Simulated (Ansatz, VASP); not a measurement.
MgO: VASP beside Ansatz

The input POSCAR:

```
MgO
1.0
    2.6233491278      0.0000000000      0.0000000000
    0.0000000000      2.6233491278      0.0000000000
    0.0000000000      0.0000000000      2.6233491278
Mg O
1 1
Direct
    0.0000000000      0.0000000000      0.0000000000
    0.5000000000      0.5000000000      0.5000000000
```

Contents of INCAR.step1:

```
  ALGO = Normal
  EDIFF = 1E-5
  ENCUT = 660
  GGA = PE
  GGA_COMPAT = F
  ISMEAR = -1
  LASPH = T
  LCHARG = F
  LREAL = F
  LWAVE = T
  NBANDS = 11
  NELM = 120
  PREC = Accurate
  SIGMA = 0.05
```

The input INCAR.step2:

```
  ALGO = Normal
  EDIFF = 1E-6
  ENCUT = 660
  GGA_COMPAT = F
  ISIF = 2
  ISMEAR = -1
  ISTART = 1
  LASPH = T
  LCHARG = F
  LMIXTAU = T
  LREAL = F
  LWAVE = F
  METAGGA = R2SCAN
  NBANDS = 11
  NELM = 120
  PREC = Accurate
  SIGMA = 0.05
```

The input KPOINTS:

```
k-points
0
Gamma
  6 6 6
```

Input for Ansatz:

```yaml
crystal:
  lattice:
    - [2.6233491278, 0.0, 0.0]
    - [0.0, 2.6233491278, 0.0]
    - [0.0, 0.0, 2.6233491278]
  atoms:
    - { symbol: Mg, position: [0.0, 0.0, 0.0] }
    - { symbol: O, position: [0.5, 0.5, 0.5] }
kpoints:
  mp_grid: { grid: [6, 6, 6] }
hamiltonian:
  xc: r2scan
scf:
  occupations: { method: fermi_dirac, width: 0.05 }
  n_extra_bands: 4
output:
  forces: true
  stress: true
  eigenvalues: true
```

Alike in both runs: task single point; functional r2SCAN; k mesh 6 × 6 × 6; occupations fermi-dirac, width 0.05 eV; no spin polarisation.

|  | VASP | Ansatz |
| --- | --- | --- |
| version | VASP 6.6.1 | Ansatz 0.2.0 |
| potentials or method | VASP PAW PBE potentials, release 64 (Mg, O) | plane waves |
| plane-wave cutoff (eV) | 660 | 500 |
| valence electrons in the cell | 8 | 16 |

```tsv
	VASP	Ansatz	Ansatz less VASP
gap on the k mesh at the Fermi level (eV)	3.45	3.49	+0.037
pressure (GPa)	-1.4	0.0	+1.41
```

VASP's potentials were made for PBE, not for r2SCAN. With one functional, cell and mesh, what is left measures potentials, basis and numerics. VASP's potentials hold 8 valence electrons a cell and Ansatz's 16, so a difference there can come from the potentials and not from the codes.
